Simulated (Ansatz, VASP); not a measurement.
## Two plane-wave programs on SnTe

INCAR

```
SYSTEM = SnTe
  PREC = Accurate
  ENCUT = 500
  EDIFF = 1E-6
  ISMEAR = 0
  SIGMA = 0.03
  LREAL = .False.
  LASPH = .True.
  NELM = 120
  ALGO = Normal
  ISIF = 2
  LWAVE = .False.
  LCHARG = .False.
  GGA = PS
  NBANDS = 17
  GGA_COMPAT = .False.
```

Contents of KPOINTS:

```
regular mesh
0
Gamma
  10 10 10
  0 0 0
```

File POSCAR:

```
SnTe
1.0
    0.0000000000      2.9986750000      3.0775875000
    2.9986750000      0.0000000000      3.0775875000
    2.9986750000      2.9986750000      0.0000000000
Sn Te
1 1
Direct
    0.0000000000      0.0000000000      0.0000000000
    0.5000000000      0.5000000000      0.5000000000
```

Input for Ansatz:

```yaml
crystal:
  lattice:
    - [0.0, 2.998675, 3.0775875]
    - [2.998675, 0.0, 3.0775875]
    - [2.998675, 2.998675, 0.0]
  atoms:
    - { symbol: Sn, position: [0.0, 0.0, 0.0] }
    - { symbol: Te, position: [0.5, 0.5, 0.5] }
basis:
  ecutwfc: 420
kpoints:
  mp_grid: { grid: [10, 10, 10] }
hamiltonian:
  xc: pbesol
scf:
  occupations: { method: gaussian, width: 0.03 }
output:
  forces: true
  stress: true
  eigenvalues: true
```

Change from the starting cell: strain -0.050 along x and y, -0.025 along z, atoms carried along.

Alike in both runs: task single point; functional PBEsol; k mesh 10 × 10 × 10; occupations gaussian, width 0.03 eV; no spin polarisation.

```csv
,VASP,Ansatz
version,VASP 6.6.1,Ansatz 0.2.0
potentials or method,"VASP PAW PBE potentials, release 64 (Sn_d, Te), cutoff 500 eV","scalar-relativistic, plane waves, PAW"
valence electrons in the cell,20,30
```

VASP gave:

```
gap on the k mesh at the Fermi level (eV)                     : 0.12
least direct gap on the mesh (eV)                             : 0.33
pressure (GPa)                                                : 7.2
traceless stress, the component that is largest in VASP (GPa) : -3.44
```

**Question.** Which values does Ansatz return?

**Answer.** gap on the k mesh at the Fermi level (eV): 0.12; least direct gap on the mesh (eV): 0.33; pressure (GPa): 7.2; traceless stress, the component that is largest in VASP (GPa): -3.42.

VASP's potentials were made for PBE, not for PBEsol. VASP's potentials hold 20 valence electrons a cell and Ansatz's 30, so a difference there can come from the potentials and not from the codes.

Spin-orbit coupling is off throughout.
